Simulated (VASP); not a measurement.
# Ti6B12H in VASP: single point with PBE+D3(BJ)

Aim: the single point of Ti6B12H with PBE+D3(BJ).

Program: VASP 6.6.1. These are calculated values, not measurements. Logs are shortened: lines on timing, memory, paths and dates and some standing lists are left out, and cuts for length are marked.

### 1 The cell of the first run

The cell holds a slab with vacuum, 38 atoms: a = 6.007 Å, b = 6.363 Å, c = 25.163 Å, α = 90.00°, β = 90.00°, γ = 90.00°.

### 2 Single point, PBE+D3(BJ)

INCAR reads:

```
PREC = Accurate
ENCUT = 520
EDIFF = 1E-6
ISMEAR = 0
SIGMA = 0.1
LREAL = Auto
LASPH = True
NELM = 80
ALGO = Normal
ISIF = 2
LWAVE = False
LCHARG = True
LDIPOL = True
IDIPOL = 3
DIPOL = 0.5 0.5 0.470
GGA = PE
IVDW = 12
LELF = True
LVHAR = True
LVACPOTAV = True
NBANDS = 134
```

KPOINTS reads:

```
Automatic mesh
0
Gamma
  3 3 1
```

POSCAR reads:

```
Ti6B12H
1.0
    6.0074565198      0.0000000000      0.0000000000
    0.0000000000      6.3633101388      0.0000000000
    0.0000000000      0.0000000000     25.1630132777
B Ti H
24 12 2
Direct
    0.5000000000      0.2500000000      0.3179269475
    0.5000000000      0.7500000000      0.3179269475
    0.0000000000      0.2500000000      0.3179269475
    0.0000000000      0.7500000000      0.3179269475
    0.5000000000      0.2500000000      0.3868456934
    0.5000000000      0.7500000000      0.3868456934
    0.0000000000      0.2500000000      0.3868456934
    0.0000000000      0.7500000000      0.3868456934
    0.7500000000      0.2500000000      0.4213050663
    0.7500000000      0.7500000000      0.4213050663
    0.2500000000      0.2500000000      0.4213050663
    0.2500000000      0.7500000000      0.4213050663
    0.7499953450      0.2500030519      0.4909447373
    0.7499944874      0.7500069886      0.4909455260
    0.2499857370      0.2499994041      0.4909265800
    0.2499907552      0.7500116598      0.4909237523
   -0.0000064574      0.2500036733      0.5253627623
    0.0000009872      0.7500027276      0.5253600684
    0.4999786906      0.2500452371      0.5253510312
    0.4999821050      0.7499757243      0.5253529013
    0.0000961203      0.2501060912      0.5921736076
    0.0002358101      0.7499451898      0.5921617356
    0.4998083869      0.2501904954      0.5921542707
    0.4996368743      0.7498227572      0.5921369230
    0.2500000000      0.0000000000      0.3523863204
    0.2500000000      0.5000000000      0.3523863204
    0.7500000000      0.0000000000      0.3523863204
    0.7500000000      0.5000000000      0.3523863204
    0.4999989913      0.0000007688      0.4563616756
    0.5000194417      0.5000050203      0.4563502390
   -0.0000093261      0.0000040101      0.4563613687
   -0.0000302179      0.5000019457      0.4563534055
    0.7499389603     -0.0000074513      0.5630586764
    0.7500144915      0.5000194780      0.5629920634
    0.2500195317      0.0000221580      0.5629694806
    0.2499438815      0.4999921814      0.5629260915
    0.7278833644      0.9341556443      0.7002527128
    0.7422657443      1.0161852479      0.7215274867
```

Potentials or basis: VASP PAW PBE potentials, release 64 (B, Ti_sv, H).

Run with:

```console
$ cat potpaw_PBE.64/B/POTCAR potpaw_PBE.64/Ti_sv/POTCAR potpaw_PBE.64/H/POTCAR > POTCAR
$ mpirun -np 1 vasp_std > vasp.out
```

OUTCAR:

```text
PREC = Accurate
   ENCUT = 520
   EDIFF = 1E-6
   ISMEAR = 0
   LREAL = Auto
   LASPH = True
   NELM = 80
   ISIF = 2
   GGA = PE
   IVDW = 12
 IVDW          = 12

 ion  position               nearest neighbor table
   1  0.500  0.250  0.318-   5 1.73  25 2.35  26 2.35  27 2.35  28 2.35
   2  0.500  0.750  0.318-   6 1.73  25 2.35  26 2.35  27 2.35  28 2.35
   3  0.000  0.250  0.318-   7 1.73  25 2.35  26 2.35  27 2.35  28 2.35
   4  0.000  0.750  0.318-   8 1.73  25 2.35  26 2.35  27 2.35  28 2.35
   5  0.500  0.250  0.387-   1 1.73   9 1.73  11 1.73  25 2.35  26 2.35  27 2.35  28 2.35  30 2.36
                            29 2.36
   6  0.500  0.750  0.387-   2 1.73  10 1.73  12 1.73  25 2.35  26 2.35  27 2.35  28 2.35  30 2.36
                            29 2.36
   7  0.000  0.250  0.387-   3 1.73   9 1.73  11 1.73  25 2.35  26 2.35  27 2.35  28 2.35  32 2.36
                            31 2.36
   8  0.000  0.750  0.387-   4 1.73  10 1.73  12 1.73  25 2.35  26 2.35  27 2.35  28 2.35  32 2.36
                            31 2.36
   9  0.750  0.250  0.421-   5 1.73   7 1.73  13 1.75  27 2.35  28 2.35  32 2.36  30 2.36  31 2.36
                            29 2.36
  10  0.750  0.750  0.421-   6 1.73   8 1.73  14 1.75  27 2.35  28 2.35  30 2.36  32 2.36  31 2.36
                            29 2.36
  11  0.250  0.250  0.421-   5 1.73   7 1.73  15 1.75  25 2.35  26 2.35  30 2.36  29 2.36  31 2.36
[... 32 lines left out ...]
                             9 2.36  10 2.36   5 2.36   6 2.36
  30  0.500  0.500  0.456-  13 2.35  14 2.35  16 2.35  15 2.35  19 2.35  20 2.35  10 2.36   9 2.36
                            12 2.36  11 2.36   6 2.36   5 2.36
  31  1.000  0.000  0.456-  16 2.35  15 2.35  13 2.35  14 2.35  18 2.35  17 2.35   9 2.36  10 2.36
                            11 2.36  12 2.36   7 2.36   8 2.36
  32  1.000  0.500  0.456-  13 2.35  15 2.35  16 2.35  14 2.35  18 2.35  17 2.36  10 2.36   9 2.36
                            12 2.36  11 2.36   8 2.36   7 2.36
  33  0.750  1.000  0.563-  21 2.31  23 2.31  22 2.31  24 2.31  20 2.38  19 2.38  18 2.38  17 2.38
                            14 2.41  13 2.41
  34  0.750  0.500  0.563-  23 2.31  21 2.31  24 2.31  22 2.31  18 2.38  17 2.38  20 2.38  19 2.38
                            14 2.41  13 2.41
  35  0.250  0.000  0.563-  24 2.31  22 2.31  23 2.31  21 2.31  17 2.38  19 2.38  20 2.38  18 2.38
                            15 2.41  16 2.41
  36  0.250  0.500  0.563-  24 2.31  23 2.31  22 2.31  21 2.31  17 2.38  18 2.38  19 2.38  20 2.38
                            15 2.41  16 2.41
  37  0.728  0.934  0.700-  38 0.75
  38  0.742  0.016  0.722-  37 0.75

  LATTYP: Found a simple orthorhombic cell.
 ALAT       =     6.0074565198
 B/A-ratio  =     1.0592353216
 C/A-ratio  =     4.1886301124

  Lattice vectors:

 A1 = (   6.0074565198,   0.0000000000,   0.0000000000)
 A2 = (   0.0000000000,   6.3633101388,   0.0000000000)
 A3 = (   0.0000000000,   0.0000000000,  25.1630132777)

Analysis of symmetry for initial positions (statically):
=====================================================================
 Subroutine PRICEL returns:
[... 197 lines left out ...]
  Fermi-wavevector in a.u.,A,eV,Ry     =   0.998117  1.886168 13.554640  0.996238
  Thomas-Fermi vector in A             =   2.130319
   LORBIT       =      0    0 simple, 1 ext, 2 COOP (PROOUT), +10 PAW based schemes
   GGA     = PE    functional components
   LHFCALC =     F    Hartree Fock is set to
   AEXX    =    0.0000 exact exchange contribution
   IVDW    =    12    specifies the selected vdW correction
   LEPSILON=     F    determine dielectric tensor
   LRPA    =     F    only Hartree local field effects (RPA)
 non-spin polarized calculation
 Gauss-broadening in eV      SIGMA  =   0.10
  energy-cutoff  :      520.00
  volume of cell :      961.91
 maximum number of plane-waves:     25942
 NGX is ok and might be reduce to    48
   NGX = 23   NGY = 23   NGZ = 93

 dipolmoment           0.000000      0.000000      0.582998 electrons x Angstroem

 number of electron     217.9999943 magnetization

 dipolmoment           0.000000      0.000000     -0.012486 electrons x Angstroem

 Free energy of the ion-electron system (eV)
  ---------------------------------------------------
  ext. energy  EPLUGINS =         0.00000000
  ---------------------------------------------------
  free energy    TOTEN  =      -276.81612200 eV

  energy without entropy =     -276.76970988  energy(sigma->0) =     -276.79291594

 E-fermi :  -0.6033     XC(G=0):  -5.0778

 val. band max:       -0.6419472543   @ k =   0.0000   0.0000   0.0000
 cond. band min:      -0.5964977373   @ k =   0.3333  -0.3333   0.0000
 fundamental gap:      0.0454495170
 Fermi energy:        -0.6032931239

 k-point     1 :       0.0000    0.0000    0.0000
  band No.  band energies     occupation
      1     -57.2901      2.00000
      2     -57.2728      2.00000
      3     -57.2576      2.00000
      4     -57.2408      2.00000
      5     -57.1331      2.00000
      6     -57.1298      2.00000
[... 609 lines left out ...]
    120       1.2150      0.00000
    121       1.2549      0.00000
 [bands above 121 left out]

------------------------ aborting loop because EDIFF is reached ----------------------------------------

 Edisp (eV)  -11.16983

 E8    (eV) :    -4.7895

  FORCE on cell =-STRESS in cart. coord.  units (eV):
  Direction    XX          YY          ZZ          XY          YZ          ZX
  --------------------------------------------------------------------------------------
  -------------------------------------------------------------------------------------
  Total     -17.34816   -21.98454    -2.05501    -0.00413    -0.03503     0.01298
  in kB     -28.89532   -36.61775    -3.42285    -0.00688    -0.05834     0.02161
  external pressure =      -22.98 kB  Pullay stress =        0.00 kB

 VOLUME and BASIS-vectors are now :
 -----------------------------------------------------------------------------
  energy-cutoff  :      520.00
  volume of cell :      961.91
      direct lattice vectors                 reciprocal lattice vectors
     6.007456520  0.000000000  0.000000000     0.166459798  0.000000000  0.000000000
     0.000000000  6.363310139  0.000000000     0.000000000  0.157150913  0.000000000
     0.000000000  0.000000000 25.163013278     0.000000000  0.000000000  0.039740868

 POSITION                                       TOTAL-FORCE (eV/Angst)
 -----------------------------------------------------------------------------------
      3.00373      1.59083      8.00000         0.000200     -0.000200      0.975059
      3.00373      4.77248      8.00000        -0.000202      0.000251      0.974600
      0.00000      1.59083      8.00000        -0.000377     -0.000505      0.974662
      0.00000      4.77248      8.00000         0.000027      0.000530      0.974827
      3.00373      1.59083      9.73420         0.000045     -0.000327     -0.212172
      3.00373      4.77248      9.73420         0.000094      0.000407     -0.212651
[... 30 lines left out ...]
      4.37273      5.94432     17.62047         0.007425      0.045912      0.043239
      4.45913      0.10299     18.15581        -0.006517     -0.047678     -0.047028
 -----------------------------------------------------------------------------------
    total drift:                                0.002311     -0.001263      0.090666

  FREE ENERGIE OF THE ION-ELECTRON SYSTEM (eV)
  ---------------------------------------------------
  free  energy   TOTEN  =      -287.9859517024 eV

  energy  without entropy=     -287.9395395840  energy(sigma->0) =     -287.96274564

 vacuum level on the upper side and lower side of the slab         4.952         5.011
```

Run time: 19 min. Hardware: 1 thread of Intel Xeon 6975P-C (Granite Rapids), shared host; peak memory 1.1 GiB.

Results:

| Quantity | Value |
| --- | --- |
| Free energy | -287.9860 eV |
| Largest force | 1.059 eV/Å |
| Band gap on the k mesh | zero (bands 109 and 110 overlap by 0.72 eV) |
| Dispersion energy per atom | -0.294 eV |

Forces in eV/Å, atoms in the order of the input:
```
B    0.000  0.000  0.975
B    0.000  0.000  0.975
B    0.000 -0.001  0.975
B    0.000  0.001  0.975
B    0.000  0.000 -0.212
B    0.000  0.000 -0.213
B    0.000  0.000 -0.213
B    0.000  0.000 -0.212
B    0.000  0.000  0.282
B    0.000  0.000  0.283
B   -0.001 -0.001  0.280
B   -0.001  0.001  0.280
B    0.000  0.000 -0.002
B    0.000  0.000 -0.002
B   -0.001  0.000 -0.002
B   -0.001  0.000 -0.002
B    0.000  0.001 -0.008
B    0.000  0.000 -0.008
B    0.000 -0.001 -0.007
B   -0.001  0.000 -0.008
B    0.001  0.001  0.014
B    0.000 -0.001  0.014
B    0.001  0.000  0.016
B    0.003  0.003  0.021
Ti   0.000  0.000 -1.057
Ti   0.000  0.000 -1.055
Ti   0.000  0.000 -1.056
Ti   0.000  0.000 -1.059
Ti   0.000  0.000  0.006
Ti  -0.001  0.000  0.007
Ti   0.000  0.000  0.006
Ti   0.001  0.000  0.007
Ti   0.003  0.000 -0.005
Ti  -0.004 -0.001  0.000
Ti  -0.005  0.000  0.003
Ti   0.004  0.000  0.009
H    0.007  0.046  0.043
H   -0.007 -0.048 -0.047
```

The gap in the log of VASP goes by the Fermi energy; the results here count the filled bands.